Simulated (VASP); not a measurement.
## AlCo: single point with PBE

AlCo:

```
Al Co
1.0
     2.85190    0.00000    0.00000
     0.00000    9.01851    0.00000
     0.00000    0.00000    9.01851
Al Co
10 10
Cartesian
  0.0000 0.0000 0.0000
  0.0000 2.7056 0.9019
  0.0000 5.4111 1.8037
  0.0000 8.1167 2.7056
  0.0000 1.8037 3.6074
  0.0000 4.5093 4.5093
  0.0000 7.2148 5.4111
  0.0000 0.9019 6.3130
  0.0000 3.6074 7.2148
  0.0000 6.3130 8.1167
  1.4260 4.5093 9.0185
  1.4260 7.2148 0.9019
  1.4260 0.9019 1.8037
  1.4260 3.6074 2.7056
  1.4260 6.3130 3.6074
  1.4260 9.0185 4.5093
  1.4260 2.7056 5.4111
  1.4260 5.4111 6.3130
  1.4260 8.1167 7.2148
  1.4260 1.8037 8.1167
```

```yaml
Program: VASP 6.6.1
Task: single point
Functional: PBE
Potentials_or_basis: VASP PAW PBE potentials, release 64 (Al, Co)
Cutoff: 520 eV
k_mesh: 12 × 4 × 4
Occupations: gaussian, width 0.1 eV
Spin: no spin polarisation
```

```
Pressure               : 0.0 GPa
Band gap on the k mesh : zero (band 60 reaches 11.17 eV, above the bottom of band 61 at 10.31 eV)
```

Levels at points of the mesh, in eV from the Fermi level:
| k point | band 56 | band 57 | band 58 | band 59 | band 60 | band 61 | band 62 | band 63 | band 64 | band 65 |
| --- | --- | --- | --- | --- | --- | --- | --- | --- | --- | --- |
| (0.00, 0.00, 0.00) | -0.87 | -0.87 | -0.85 | -0.85 | -0.85 | -0.25 | 0.36 | 0.36 | 0.36 | 0.36 |
| (0.50, 0.00, 0.00) | -0.44 | -0.44 | -0.22 | -0.22 | 0.10 | 0.10 | 0.10 | 0.10 | 0.12 | 0.12 |
| (0.00, 0.50, 0.00) | -0.92 | -0.85 | -0.85 | -0.79 | -0.79 | 0.04 | 0.04 | 0.19 | 0.19 | 0.52 |
| (0.50, 0.50, 0.00) | -0.67 | -0.33 | -0.33 | -0.14 | -0.14 | -0.01 | -0.01 | 0.15 | 0.15 | 0.23 |
| (0.00, 0.50, 0.50) | -0.90 | -0.90 | -0.90 | -0.74 | -0.74 | 0.16 | 0.16 | 0.33 | 0.33 | 0.33 |
| (0.50, 0.50, 0.50) | -0.73 | -0.25 | -0.25 | 0.15 | 0.15 | 0.15 | 0.15 | 0.40 | 0.40 | 0.40 |

Run time: 36 min on 1 thread of Oxide Virtual Turin-like Processor (shared host), peak memory 0.59 GiB.

Spin polarisation is off, so any magnetic state and its effect on volume and gap are missing.
